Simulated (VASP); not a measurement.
The system is GaN.

```
CELL_PARAMETERS angstrom
0.00000 2.27144 2.27144
2.27144 0.00000 2.27144
2.27144 2.27144 0.00000
ATOMIC_POSITIONS crystal
Ga 0.00000 0.00000 0.00000
N 0.25000 0.25000 0.25000
```

This cell differs from its parent crystal: strain +1.0%.

Program: VASP 6.6.1. Alike in all runs: task single point; potentials or basis VASP PAW PBE potentials, release 64 (Ga_d, N); no spin polarisation; cell as given; cutoff (eV) 520. Hardware: 1 thread of Intel Xeon 6975P-C, on a shared host.

Question: Order these runs on this cell by their wall time, lowest first.
A. level PBE; k mesh 6 × 6 × 6; smearing gaussian 0.01 eV
B. level PBE; k mesh 10 × 10 × 10; smearing fermi-dirac 0.02 eV
C. level r2SCAN; k mesh 10 × 10 × 10; smearing gaussian 0.01 eV

Answer: A (15 s), B (41 s), C (150 s).
